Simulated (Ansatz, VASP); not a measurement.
# AgCl: VASP beside Ansatz

The input POSCAR:

```
AgCl
1.0
    3.4461823000      0.0505942618      0.0505942618
    0.0505942618      3.4461823000      0.0505942618
    0.0505942618      0.0505942618      3.4461823000
Ag Cl
1 1
Direct
    0.0000000000      0.0000000000      0.0000000000
    0.5000000000      0.5000000000      0.5000000000
```

File INCAR.step1:

```
ALGO     = Normal         # electronic algorithm
EDIFF    = 1E-4           # SCF threshold, eV
ENCUT    = 520            # plane-wave cutoff, eV
GGA      = PE             # functional
ISMEAR   = 0              # smearing method
LASPH    = T              # aspherical terms in the spheres
LCHARG   = F              # write CHGCAR
LREAL    = F              # projectors in reciprocal space
LWAVE    = T              # write WAVECAR
NBANDS   = 16             # bands
NELM     = 80             # most SCF steps
PREC     = Accurate       # precision mode
SIGMA    = 0.01           # smearing width, eV
```

Contents of INCAR.step2:

```
ALGO     = Normal         # electronic algorithm
EDIFF    = 1E-7           # SCF threshold, eV
ENCUT    = 520            # plane-wave cutoff, eV
ISIF     = 2              # what is computed and relaxed
ISMEAR   = 0              # smearing method
ISTART   = 1            
LASPH    = T              # aspherical terms in the spheres
LCHARG   = T              # write CHGCAR
LELF     = T              # ELF
LMIXTAU  = T            
LREAL    = F              # projectors in reciprocal space
LVHAR    = T            
LWAVE    = F              # write WAVECAR
METAGGA  = R2SCAN         # meta-GGA
NBANDS   = 16             # bands
NELM     = 80             # most SCF steps
PREC     = Accurate       # precision mode
SIGMA    = 0.01           # smearing width, eV
```

Contents of KPOINTS:

```
k-points
0
Gamma
  8 8 8
```

Input for Ansatz:

```yaml
crystal:
  lattice:
    - [3.4461823, 0.0505942618, 0.0505942618]
    - [0.0505942618, 3.4461823, 0.0505942618]
    - [0.0505942618, 0.0505942618, 3.4461823]
  atoms:
    - { symbol: Ag, position: [0.0, 0.0, 0.0] }
    - { symbol: Cl, position: [0.5, 0.5, 0.5] }
kpoints:
  mp_grid: { grid: [8, 8, 8] }
  band_path:
    path:
      - [0.0, 0.0, 0.0]
      - [0.0, 0.5, 0.0]
      - [0.5, 0.5, 0.0]
      - [0.5, 0.5, 0.5]
      - [0.0, 0.0, 0.5]
    npoints: 1
hamiltonian:
  xc: r2scan
scf:
  occupations: { method: fixed }
  n_extra_bands: 4
output:
  forces: true
  stress: true
  eigenvalues: true
  write_density: true
  write_potential: true
  elf: true
  volumetric_format: npy
```

Change from the starting cell: shear_111 strain +4.5%.

Alike in both runs: task single point; functional r2SCAN; k mesh 8 × 8 × 8; no spin polarisation.

|  | VASP | Ansatz |
| --- | --- | --- |
| version | VASP 6.6.1 | Ansatz 0.2.0 |
| potentials or method | VASP PAW PBE potentials, release 64 (Ag, Cl) | plane waves, PAW |
| plane-wave cutoff (eV) | 520 | 500 |
| occupations | gaussian, width 0.01 eV | fixed |
| valence electrons in the cell | 18 | 26 |

```csv
,VASP,Ansatz,Ansatz less VASP
gap on the k mesh at the Fermi level (eV),1.08,1.13,+0.041
pressure (GPa),-2.3,-2.2,+0.09
"traceless stress, the component that is largest in VASP (GPa)",0.35,0.34,-0.006
```

VASP's potentials were made for PBE, not for r2SCAN. VASP's potentials hold 18 valence electrons a cell and Ansatz's 26, so a difference there can come from the potentials and not from the codes.
